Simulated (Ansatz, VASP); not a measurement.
## Sc: VASP beside Ansatz

Contents of INCAR:

```
SYSTEM = Sc
ALGO     = Normal         ! electronic algorithm
EDIFF    = 1E-6           ! SCF threshold, eV
ENCUT    = 520            ! plane-wave cutoff, eV
GGA      = RP             ! functional
ISIF     = 2              ! what is computed and relaxed
ISMEAR   = -1             ! smearing method
LASPH    = .True.         ! aspherical terms in the spheres
LCHARG   = .False.        ! write CHGCAR
LREAL    = .False.        ! projectors in reciprocal space
LWAVE    = .False.        ! write WAVECAR
NBANDS   = 12             ! bands
NELM     = 80             ! most SCF steps
PREC     = Accurate       ! precision mode
SIGMA    = 0.1            ! smearing width, eV
```

Contents of KPOINTS:

```
k-points
0
Gamma
  12 12 12
  0 0 0
```

POSCAR

```
Sc
1.0
    2.8960445529      0.0000000000      0.0000000000
    0.0000000000      2.8960445529      0.0000000000
    0.0000000000      0.0000000000      2.8960445529
Sc
1
Direct
    0.0000000000      0.0000000000      0.0000000000
```

Input for Ansatz:

```yaml
crystal:
  lattice:
    - [2.8960445529, 0.0, 0.0]
    - [0.0, 2.8960445529, 0.0]
    - [0.0, 0.0, 2.8960445529]
  atoms:
    - { symbol: Sc, position: [0.0, 0.0, 0.0] }
hamiltonian:
  xc: rpbe
  pseudopotentials:
    kind: paw
    azcp:
      Sc: "pseudopotentials/Sc.paw.azcp"
basis:
  ecutwfc: 420
  fft_grid_basis: typed
kpoints:
  mp_grid: { grid: [12, 12, 12], shift: [0, 0, 0] }
magnetization:
  spin_polarized: false
scf:
  occupations: { method: fermi_dirac, width: 0.1 }
  lower_state_search: "off"
output:
  stress: true
```

Alike in both runs: task single point; functional RPBE; k mesh 12 × 12 × 12; occupations fermi-dirac, width 0.1 eV; no spin polarisation.

```csv
,VASP,Ansatz
version,VASP 6.6.1,Ansatz 0.2.0
potentials or method,"VASP PAW PBE potentials, release 64 (Sc_sv), cutoff 520 eV","plane waves (420 eV) with PAW, scalar-relativistic"
valence electrons in the cell,11,11
```

|  | VASP | Ansatz | Ansatz less VASP |
| --- | --- | --- | --- |
| pressure (GPa) | 5.0 | 5.0 | -0.03 |

VASP's potentials were made for PBE, not for RPBE. With one functional, cell and mesh, what is left measures potentials, basis and numerics.
